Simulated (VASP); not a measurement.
# HfO2 (Fm-3m) in VASP: notebook

The runs below take HfO2 through single point, with LDA.

Everything below comes from runs of VASP 6.6.1. Logs are shortened: lines on timing, memory, paths and dates and some standing lists are left out, and cuts for length are marked.

## 1. The cell of the first run

It takes space group Fm-3m (No. 225, cubic). The conventional cell has a = 4.877 Å, b = 4.877 Å, c = 4.877 Å, α = 90.00°, β = 90.00°, γ = 90.00°. Within 2.8 Å of Hf (site symmetry m-3m) lie 8 O at 2.11 Å. O (site symmetry -43m) has 4 Hf at 2.11 Å and 6 O at 2.44 Å within 2.8 Å.

## 2. Single point, LDA

File INCAR:

```
PREC = Accurate
ENCUT = 520
EDIFF = 1E-7
ISMEAR = 0
SIGMA = 0.01
LREAL = False
LASPH = True
NELM = 60
ALGO = Normal
ISIF = 2
LWAVE = False
LCHARG = True
GGA = CA
LELF = True
LVHAR = True
NBANDS = 18
```

File KPOINTS:

```
Automatic mesh
0
Gamma
  8 8 8
```

File POSCAR:

```
HfO2
1.0
    0.0000000000      2.4383083904      2.4383083904
    2.4383083904      0.0000000000      2.4383083904
    2.4383083904      2.4383083904      0.0000000000
Hf O
1 2
Direct
    0.0000000000      0.0000000000      0.0000000000
    0.2500000000      0.2500000000      0.2500000000
    0.7500000000      0.7500000000      0.7500000000
```

Potentials or basis: VASP PAW LDA potentials, release 64 (Hf_pv, O).

Started as:

```sh
> cat potpaw_LDA.64/Hf_pv/POTCAR potpaw_LDA.64/O/POTCAR > POTCAR
> mpirun -np 1 vasp_std > vasp.out
```

OUTCAR:

```text
PREC = Accurate
   ENCUT = 520
   EDIFF = 1E-7
   ISMEAR = 0
   LREAL = False
   LASPH = True
   NELM = 60
   ISIF = 2
   GGA = CA

 ion  position               nearest neighbor table
   1  0.000  0.000  0.000-   3 2.11   3 2.11   2 2.11   3 2.11   2 2.11   2 2.11   3 2.11   2 2.11

   2  0.250  0.250  0.250-   1 2.11   1 2.11   1 2.11   1 2.11
   3  0.750  0.750  0.750-   1 2.11   1 2.11   1 2.11   1 2.11

  LATTYP: Found a face centered cubic cell.
 ALAT       =     4.8766167808

  Lattice vectors:

 A1 = (   0.0000000000,   2.4383083904,   2.4383083904)
 A2 = (   2.4383083904,   0.0000000000,   2.4383083904)
 A3 = (   2.4383083904,   2.4383083904,   0.0000000000)

Analysis of symmetry for initial positions (statically):
=====================================================================
 Subroutine PRICEL returns:
 Original cell was already a primitive cell.

 Routine SETGRP: Setting up the symmetry group for a
 face centered cubic supercell.

 Subroutine GETGRP returns: Found 48 space group operations
 (whereof 48 operations were pure point group operations)
 out of a pool of 48 trial point group operations.

The static configuration has the point symmetry O_h .

Analysis of symmetry for dynamics (positions and initial velocities):
=====================================================================
 Subroutine PRICEL returns:
 Original cell was already a primitive cell.

 Routine SETGRP: Setting up the symmetry group for a
 face centered cubic supercell.

 Subroutine GETGRP returns: Found 48 space group operations
 (whereof 48 operations were pure point group operations)
 out of a pool of 48 trial point group operations.

The dynamic configuration has the point symmetry O_h .

 Subroutine INISYM returns: Found 48 space group operations
 (whereof 48 operations are pure point group operations),
 and found     1 'primitive' translations

----------------------------------------------------------------------------------------

                                     Primitive cell

  volume of cell :      28.9932

  direct lattice vectors                    reciprocal lattice vectors
     0.000000000  2.438308390  2.438308390    -0.205060197  0.205060197  0.205060197
     2.438308390  0.000000000  2.438308390     0.205060197 -0.205060197  0.205060197
     2.438308390  2.438308390  0.000000000     0.205060197  0.205060197 -0.205060197

  length of vectors
     3.448288795  3.448288795  3.448288795     0.355174681  0.355174681  0.355174681

  position of ions in fractional coordinates (direct lattice)
     0.000000000  0.000000000  0.000000000
     0.250000000  0.250000000  0.250000000
     0.750000000  0.750000000  0.750000000

  ion indices of the primitive-cell ions
   primitive index   ion index
                 1           1
                 2           2
                 3           3

----------------------------------------------------------------------------------------

 KPOINTS: Automatic mesh

Automatic generation of k-mesh.
 Grid dimensions read from file:
 generate k-points for:    8    8    8

 Generating k-lattice:

  Cartesian coordinates                     Fractional coordinates (reciprocal lattice)
    -0.025632525  0.025632525  0.025632525     0.125000000  0.000000000  0.000000000
     0.025632525 -0.025632525  0.025632525     0.000000000  0.125000000  0.000000000
     0.025632525  0.025632525 -0.025632525     0.000000000  0.000000000  0.125000000

  Length of vectors
     0.044396835  0.044396835  0.044396835

  Shift w.r.t. Gamma in fractional coordinates (k-lattice)
     0.000000000  0.000000000  0.000000000

 Subroutine IBZKPT returns following result:
 ===========================================

 Found     29 irreducible k-points:

 Following reciprocal coordinates:
            Coordinates               Weight
  0.000000  0.000000  0.000000      1.000000
  0.125000  0.000000  0.000000      8.000000
  0.250000  0.000000  0.000000      8.000000
  0.375000  0.000000  0.000000      8.000000
  0.500000  0.000000  0.000000      4.000000
  0.125000  0.125000  0.000000      6.000000
[... 16 lines left out ...]
  0.500000  0.250000  0.125000     48.000000
 -0.375000  0.250000  0.125000     24.000000
 [... further k-points ...]
   k-points           NKPTS =     29   k-points in BZ     NKDIM =     29   number of bands    NBANDS=     18
   number of dos      NEDOS =    301   number of ions     NIONS =      3
   total plane-waves  NPLWV =  21952
   dimension x,y,z NGX =    28 NGY =   28 NGZ =   28
   dimension x,y,z NGXF=    56 NGYF=   56 NGZF=   56
   ions per type =               1   2
   NGX,Y,Z   is equivalent  to a cutoff of  13.50, 13.50, 13.50 a.u.
   NGXF,Y,Z  is equivalent  to a cutoff of  27.00, 27.00, 27.00 a.u.
 SYSTEM =  unknown system
   PREC   = accura    normal or accurate (medium, high low for compatibility)
   ISTART =      0    job   : 0-new  1-cont  2-samecut
   ICHARG =      2    charge: 1-file 2-atom 10-const
   ISPIN  =      1    spin polarized calculation?
   LNONCOLLINEAR =      F non collinear calculations
   LSORBIT =      F    spin-orbit coupling
   LASPH  =      T    aspherical Exc in radial PAW
   ENCUT  =  520.0 eV  38.22 Ry    6.18 a.u.   6.41  6.41  6.41*2*pi/ulx,y,z
   NELM   =     60;   NELMIN=  2; NELMDL= -5     # of ELM steps
   EDIFF  = 0.1E-06   stopping-criterion for ELM
   LREAL  =      F    real-space projection
   EDIFFG = 0.1E-05   stopping-criterion for IOM
   NSW    =      0    number of steps for IOM
   IBRION =     -1    ionic relax: 0-MD 1-quasi-New 2-CG
   NFREE  =      0    steps in history (QN), initial steepest desc. (CG)
   ISIF   =      2    stress and relaxation
   ISYM   =      2    0-nonsym 1-usesym 2-fastsym
   POTIM  = 0.5000    time-step for ionic-motion
   TEBEG  =    0.0;   TEEND  =   0.0 temperature during run
   PSTRESS=    0.0 pullay stress
   NELECT =      22.0000    total number of electrons
   NUPDOWN=      -1.0000    fix difference up-down
   EMIN   =  10.00;   EMAX   =-10.00  energy-range for DOS
   EFERMI =   0.00;   METHOD = LEGACY
   ISMEAR =     0;   SIGMA  =   0.01  broadening in eV -4-tet -1-fermi 0-gaus
   EFERMI_NEDOS =   21; number of points for ismear=-14 and -15
   IALGO  =     38    algorithm
   IMIX   =      4    mixing-type and parameters
     AMIX     =   0.40;   BMIX     =  1.00
     AMIX_MAG =   1.60;   BMIX_MAG =  1.00
  volume/ion in A,a.u.               =       9.66        65.22
  Fermi-wavevector in a.u.,A,eV,Ry     =   1.493197  2.821733 30.336055  2.229637
  Thomas-Fermi vector in A             =   2.605628
   LORBIT       =      0    0 simple, 1 ext, 2 COOP (PROOUT), +10 PAW based schemes
   GGA     = CA    functional components
   LHFCALC =     F    Hartree Fock is set to
   AEXX    =    0.0000 exact exchange contribution
   IVDW    =     0    specifies the selected vdW correction
   LEPSILON=     F    determine dielectric tensor
   LRPA    =     F    only Hartree local field effects (RPA)
 non-spin polarized calculation
 Gauss-broadening in eV      SIGMA  =   0.01
  energy-cutoff  :      520.00
  volume of cell :       28.99
 maximum number of plane-waves:       799
 NGX is ok and might be reduce to    28
   NGX = 13   NGY = 13   NGZ = 13

 number of electron      22.0000006 magnetization

 Free energy of the ion-electron system (eV)
  ---------------------------------------------------
  ext. energy  EPLUGINS =         0.00000000
  ---------------------------------------------------
  free energy    TOTEN  =       -32.94690547 eV

  energy without entropy =      -32.94690547  energy(sigma->0) =      -32.94690547

 E-fermi :   5.2135     XC(G=0): -12.9331

 val. band max:        5.1279875915   @ k =   0.5000   0.5000   0.0000
 cond. band min:       9.0276393786   @ k =   0.5000   0.5000   0.0000
 fundamental gap:      3.8996517872
 Fermi energy:         5.2134874871

 k-point     1 :       0.0000    0.0000    0.0000
  band No.  band energies     occupation
      1     -23.8657      2.00000
      2     -23.8657      2.00000
      3     -23.8657      2.00000
      4     -14.1139      2.00000
      5     -10.3257      2.00000
      6      -1.0465      2.00000
[... 10 lines left out ...]
     17      17.0380      0.00000
     18      18.4168      0.00000

 k-point     2 :       0.1250    0.0000    0.0000
  band No.  band energies     occupation
      1     -23.9896      2.00000
      2     -23.8784      2.00000
      3     -23.8784      2.00000
      4     -13.8241      2.00000
      5     -10.5662      2.00000
      6      -0.8704      2.00000
[... 10 lines left out ...]
     17      16.6798      0.00000
     18      18.4130      0.00000

 k-point     3 :       0.2500    0.0000    0.0000
  band No.  band energies     occupation
      1     -24.2687      2.00000
      2     -23.9088      2.00000
      3     -23.9088      2.00000
      4     -13.1747      2.00000
      5     -10.9906      2.00000
      6      -0.4435      2.00000
[... 10 lines left out ...]
     17      16.0797      0.00000
     18      18.3905      0.00000

 k-point     4 :       0.3750    0.0000    0.0000
  band No.  band energies     occupation
      1     -24.5243      2.00000
      2     -23.9390      2.00000
      3     -23.9390      2.00000
      4     -12.7337      2.00000
      5     -11.0769      2.00000
      6      -0.0427      2.00000
[... 375 lines left out ...]
      4     -12.5789      2.00000
      5     -11.3425      2.00000
      6      -0.3697      2.00000
[... 10 lines left out ...]
     17      16.0795      0.00000
     18      18.4030      0.00000

 k-point    23 :       0.5000    0.2500    0.1250
  band No.  band energies     occupation
      1     -24.4749      2.00000
      2     -24.1348      2.00000
      3     -23.9831      2.00000
      4     -12.1493      2.00000
      5     -11.4136      2.00000
      6      -0.3759      2.00000
[... 10 lines left out ...]
     17      16.7378      0.00000
     18      18.3976      0.00000

 k-point    24 :      -0.3750    0.2500    0.1250
  band No.  band energies     occupation
      1     -24.5223      2.00000
      2     -24.1743      2.00000
      3     -24.0002      2.00000
      4     -12.1229      2.00000
      5     -11.2621      2.00000
      6      -0.3718      2.00000
[... 10 lines left out ...]
     17      16.6796      0.00000
     18      18.3964      0.00000

 [... further k-points ...]
[... 5 lines left out ...]
  --------------------------------------------------------------------------------------
  -------------------------------------------------------------------------------------
  Total        3.8566494      3.8566494      3.8566494     -0.0000000      0.0000000      0.0000000
  in kB      213.1203148    213.1203148    213.1203148     -0.0000000      0.0000000      0.0000000
  external PRESSURE =     213.1203148 kB  Pullay stress =       0.0000000 kB

 VOLUME and BASIS-vectors are now :
 -----------------------------------------------------------------------------
  energy-cutoff  :      520.00
  volume of cell :       28.99
      direct lattice vectors                 reciprocal lattice vectors
     0.000000000  2.438308390  2.438308390    -0.205060197  0.205060197  0.205060197
     2.438308390  0.000000000  2.438308390     0.205060197 -0.205060197  0.205060197
     2.438308390  2.438308390  0.000000000     0.205060197  0.205060197 -0.205060197

 POSITION                                       TOTAL-FORCE (eV/Angst)
 -----------------------------------------------------------------------------------
      0.00000      0.00000      0.00000         0.000000     -0.000000      0.000000
      1.21915      1.21915      1.21915         0.000000     -0.000000      0.000000
      3.65746      3.65746      3.65746        -0.000000      0.000000     -0.000000
 -----------------------------------------------------------------------------------
    total drift:                                0.000000      0.000000      0.000000

  FREE ENERGIE OF THE ION-ELECTRON SYSTEM (eV)
  ---------------------------------------------------
  free  energy   TOTEN  =       -32.9469054748 eV

  energy  without entropy=      -32.9469054748  energy(sigma->0) =      -32.94690547
```

It took 18 s on 1 thread of Intel Xeon 6975P-C, shared host; peak memory 0.15 GiB.

Results:

| Item | Value |
| --- | --- |
| Free energy | -32.9469 eV |
| Pressure | 21.3 GPa |
| Band gap on the k mesh | 3.90 eV, direct |

Caveat: spin-orbit coupling is left out, which moves the levels of the heavy elements.

## 3. Single point, LDA

This run uses another cell than the first one, of 10.42 Å³/atom, 1.079 times its volume.

File INCAR:

```
SYSTEM = HfO2
PREC = Accurate
ENCUT = 520
EDIFF = 1E-7
ISMEAR = 0
SIGMA = 0.02
LREAL = .False.
LASPH = .True.
NELM = 80
ALGO = Normal
ISIF = 2
LWAVE = .False.
LCHARG = .False.
NBANDS = 18
```

File KPOINTS:

```
Automatic mesh
0
Gamma
  8 8 8
  0 0 0
```

File POSCAR:

```
HfO2
1.0
    0.0000000000      2.5005395321      2.5005395321
    2.5005395321      0.0000000000      2.5005395321
    2.5005395321      2.5005395321      0.0000000000
Hf O
1 2
Direct
    0.0000000000      0.0000000000      0.0000000000
    0.2500000000      0.2500000000      0.2500000000
    0.7500000000      0.7500000000      0.7500000000
```

Potentials or basis: VASP PAW LDA potentials, release 64 (Hf_pv, O).

Started as:

```sh
> cat potpaw_LDA.64/Hf_pv/POTCAR potpaw_LDA.64/O/POTCAR > POTCAR
> mpirun -np 1 vasp_std > vasp.out
```

Run time: 18 s. Hardware: 1 thread of Intel Xeon 6975P-C, shared host; peak memory 0.15 GiB.

Results (log left out):

```
Free energy            : -33.0678 eV
Pressure               : -3.2 GPa
Band gap on the k mesh : 3.70 eV, direct
```

Levels at points of the mesh, in eV from the valence-band top:
```
           k point  band 7  band 8  band 9  band 10  band 11  band 12  band 13  band 14  band 15  band 16
(0.00, 0.00, 0.00)   -5.67   -5.67   -0.63    -0.63    -0.63     3.78     3.78     6.02    10.89    10.89
(0.50, 0.00, 0.00)   -4.59   -3.13   -2.85    -1.89    -1.89     4.57     4.57     7.33     8.93     9.76
(0.50, 0.50, 0.00)   -3.57   -3.57   -1.62    -1.62     0.00     3.70     5.54     6.98     8.45     8.45
```

Caveat: spin-orbit coupling is left out, which moves the levels of the heavy elements.

## 4. Single point, LDA

This run uses another cell than the first one, of 10.42 Å³/atom, 1.078 times its volume.

File INCAR:

```
  PREC = Accurate
  ENCUT = 520
  EDIFF = 1E-6
  ISMEAR = 0
  SIGMA = 0.01
  LREAL = F
  LASPH = T
  NELM = 60
  ALGO = Normal
  ISIF = 2
  LWAVE = F
  LCHARG = F
  NBANDS = 18
```

File KPOINTS:

```
Automatic mesh
0
Gamma
  8 8 8
```

File POSCAR:

```
HfO2
1.0
    0.0000000000      2.5004918024      2.5004918024
    2.5004918024      0.0000000000      2.5004918024
    2.5004918024      2.5004918024      0.0000000000
Hf O
1 2
Direct
    0.0000000000      0.0000000000      0.0000000000
    0.2500000000      0.2500000000      0.2500000000
    0.7500000000      0.7500000000      0.7500000000
```

Started as:

```sh
> cat potpaw_LDA.64/Hf_pv/POTCAR potpaw_LDA.64/O/POTCAR > POTCAR
> mpirun -np 1 vasp_std > vasp.out
```

It took 15 s on 1 thread of Intel Xeon 6975P-C, shared host; peak memory 0.15 GiB.

Results (log left out):

| Item | Value |
| --- | --- |
| Free energy | -33.0679 eV |
| Pressure | -3.2 GPa |
| Band gap on the k mesh | 3.70 eV, direct |

Levels at points of the mesh, in eV from the valence-band top:
| k point | band 9 | band 10 | band 11 | band 12 | band 13 | band 14 |
| --- | --- | --- | --- | --- | --- | --- |
| (0.00, 0.00, 0.00) | -0.63 | -0.63 | -0.63 | 3.78 | 3.78 | 6.02 |
| (0.50, 0.00, 0.00) | -2.85 | -1.89 | -1.89 | 4.57 | 4.57 | 7.33 |
| (0.50, 0.50, 0.00) | -1.62 | -1.62 | 0.00 | 3.70 | 5.54 | 6.98 |

Caveat: spin-orbit coupling is left out, which moves the levels of the heavy elements.

## 5. The runs side by side

```tsv
cell	smearing	gap on the mesh (eV)	pressure (GPa)
a = 3.448 Å, angles 60.0°, 3 atoms	gaussian 0.01 eV	3.90	21.3
a = 3.536 Å, angles 60.0°, 3 atoms	gaussian 0.02 eV	3.70	-3.2
a = 3.536 Å, angles 60.0°, 3 atoms	gaussian 0.01 eV	3.70	-3.2
```

Alike in all rows: task single point; level LDA; potentials or basis VASP PAW LDA potentials, release 64 (Hf_pv, O); no spin polarisation; k mesh 8 × 8 × 8; cutoff (eV) 520.

Caveats: spin-orbit coupling is left out, which moves the levels of the heavy elements.

Total energies depend on the potentials used, so only differences within one code and one set of settings carry meaning.
